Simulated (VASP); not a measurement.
Wanted: the native input for a VASP 6.6.1 run.

* Task: single point
* Functional: r2SCAN
* Potentials or basis: VASP PAW PBE potentials, release 64 (Ag)
* Cutoff: 520 eV
* k mesh: 16 × 16 × 16
* Occupations: gaussian, width 0.1 eV
* Spin: no spin polarisation
* Dipole correction: no
* Further INCAR settings: ALGO = Normal; EDIFF = 1e-06; NBANDS = 18

Crystal: Ag.

```
Ag
1.0
     3.26854    0.00000    0.00000
     0.00000    3.26854    0.00000
     0.04903    0.00000    3.26854
Ag
2
Direct
  0.00000 0.00000 0.00000
  0.50000 0.50000 0.50000
```

This isn't the form of Ag at room conditions, which is fcc.

This cell differs from its parent crystal: shear of c along a, cell held: +1.5 %.

These files were run (other wordings do the same):

POSCAR

```
Ag
1.0
    3.2685352936      0.0000000000      0.0000000000
    0.0000000000      3.2685352936      0.0000000000
    0.0490280294      0.0000000000      3.2685352936
Ag
2
Direct
    0.0000000000      0.0000000000      0.0000000000
    0.5000000000      0.5000000000      0.5000000000
```

INCAR.step1

```
PREC     = Accurate       # precision mode
ENCUT    = 520            # plane-wave cutoff, eV
ISMEAR   = 0              # smearing method
SIGMA    = 0.1            # smearing width, eV
LREAL    = False          # projectors in reciprocal space
LASPH    = True           # aspherical terms in the spheres
NELM     = 100            # most SCF steps
NBANDS   = 18             # bands
GGA      = PE             # functional
ALGO     = Normal         # electronic algorithm
EDIFF    = 1E-4           # SCF threshold, eV
LWAVE    = True           # write WAVECAR
LCHARG   = False          # write CHGCAR
```

INCAR.step2

```
PREC     = Accurate       # precision mode
ENCUT    = 520            # plane-wave cutoff, eV
EDIFF    = 1E-6           # SCF threshold, eV
ISMEAR   = 0              # smearing method
SIGMA    = 0.1            # smearing width, eV
LREAL    = False          # projectors in reciprocal space
LASPH    = True           # aspherical terms in the spheres
NELM     = 100            # most SCF steps
ALGO     = Normal         # electronic algorithm
ISIF     = 2              # what is computed and relaxed
LWAVE    = False          # write WAVECAR
LCHARG   = False          # write CHGCAR
METAGGA  = R2SCAN         # meta-GGA
LMIXTAU  = True         
NBANDS   = 18             # bands
ISTART   = 1
```

KPOINTS

```
regular mesh
0
Gamma
  16 16 16
```

Potentials or basis: VASP PAW PBE potentials, release 64 (Ag).

Launch:

```bash
$ cat potpaw_PBE.64/Ag/POTCAR > POTCAR
$ cp INCAR.step1 INCAR
$ mpirun -np 1 vasp_std > vasp.out
$ cp INCAR.step2 INCAR
$ mpirun -np 1 vasp_std > vasp.out
```

It gave:

```json
{
  "Pressure": "-0.1 GPa",
  "Band gap on the k mesh": "zero (bands 11 and 12 overlap by 7.85 eV)"
}
```

Caveat: the cell differs from its parent crystal (shear of c along a, cell held: +1.5 %); the PAW data sets were made with another functional, which shifts forces and pressure a little.

Wall time 27 min on 1 thread of Oxide Virtual Turin-like Processor, on a shared host, peak memory 0.6 GiB.
